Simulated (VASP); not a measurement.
Set up this calculation in VASP 6.6.1, as the native input.

```yaml
Task: single point
Functional: RPBE
Potentials_or_basis: VASP PAW PBE potentials, release 64 (Ga_d)
Cutoff: 520 eV
k_mesh: 12 × 12 × 8
Occupations: fermi-dirac, width 0.1 eV
Spin: no spin polarisation
Dipole_correction: no
Further_INCAR_settings: ALGO = Normal; EDIFF = 1e-06; NBANDS = 20; ISYM = 0
```

The structure of Ga lies in POSCAR:

```
Ga
1.0
   -2.5621422668      2.3670803697      1.4158627334
    2.3670803697     -2.5621422668      1.4158627334
    3.0222278782      3.0222278782     -1.7731189551
Ga
2
Direct
    0.9891191819      0.0108808181      1.0000000000
    0.7608808181      0.2391191819      0.5000000000
```

One way to write it, as run:

INCAR

```
SYSTEM = Ga
ALGO = Normal ; EDIFF = 1E-6
ENCUT = 520 ; GGA = RP
ISIF = 2 ; ISMEAR = -1
ISYM = 0 ; LASPH = .True.
LCHARG = .False. ; LREAL = .False.
LWAVE = .False. ; NBANDS = 20
NELM = 60 ; PREC = Accurate
SIGMA = 0.1
```

KPOINTS

```
k-points
0
Gamma
  12 12 8
  0 0 0
```

Potentials or basis: VASP PAW PBE potentials, release 64 (Ga_d).

Command:

```bash
$ cat potpaw_PBE.64/Ga_d/POTCAR > POTCAR
$ mpirun -np 1 vasp_std > vasp.out
```

Results of the run:

```json
{
  "Pressure": "0.2 GPa",
  "Band gap on the k mesh": "zero (bands 13 and 14 overlap by 7.89 eV)"
}
```

Caveat: the PAW data sets were made with another functional, which shifts forces and pressure a little.

It took 7.6 min on 1 thread of Intel(R) Xeon(R) Platinum 8259CL CPU @ 2.50GHz (Skylake/Cascade Lake) (shared host), peak memory 0.46 GiB.
